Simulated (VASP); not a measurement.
YGaC2N2, 6 atoms in the cell. The structure is monoclinic, space group C2/m (No. 12). Conventional cell: a = 6.516 Å, b = 3.383 Å, c = 7.294 Å, α = 90.00°, β = 92.48°, γ = 90.00°. Within 3.1 Å of Y (site symmetry 2/m) lie 6 N at 2.36 to 2.41 Å and 4 C at 2.97 Å. Ga (site symmetry 2/m) has 4 C at 2.20 Å within 2.9 Å. C (site symmetry m) has 1 N at 1.27 Å within 1.7 Å. Within 1.7 Å of N (site symmetry m) lie 1 C at 1.27 Å. 

```yaml
Program: VASP 6.6.1
Task: single point
Functional: PBE
Potentials_or_basis: VASP PAW PBE potentials, release 64 (Y_sv, Ga_d, C, N)
Cutoff: 520 eV
k_mesh: 12 × 12 × 6
Occupations: gaussian, width 0.1 eV
Spin: no spin polarisation
Dipole_correction: no
Further_INCAR_settings: ALGO = Normal; EDIFF = 1e-07; NBANDS = 30
```

Potentials or basis: VASP PAW PBE potentials, release 64 (Y_sv, Ga_d, C, N).

Command:

```console
$ cat potpaw_PBE.64/Y_sv/POTCAR potpaw_PBE.64/Ga_d/POTCAR potpaw_PBE.64/C/POTCAR potpaw_PBE.64/N/POTCAR > POTCAR
$ mpirun -np 1 vasp_std > vasp.out
```

Hardware: 1 thread of Intel(R) Xeon(R) 6975P-C (Granite Rapids), with other jobs on the host.

Estimate the wall time of this run.

Run time: 4.9 min on 1 thread of Intel(R) Xeon(R) 6975P-C (Granite Rapids) (shared host), peak memory 0.69 GiB. Counts: scf iterations 16, k points 242.
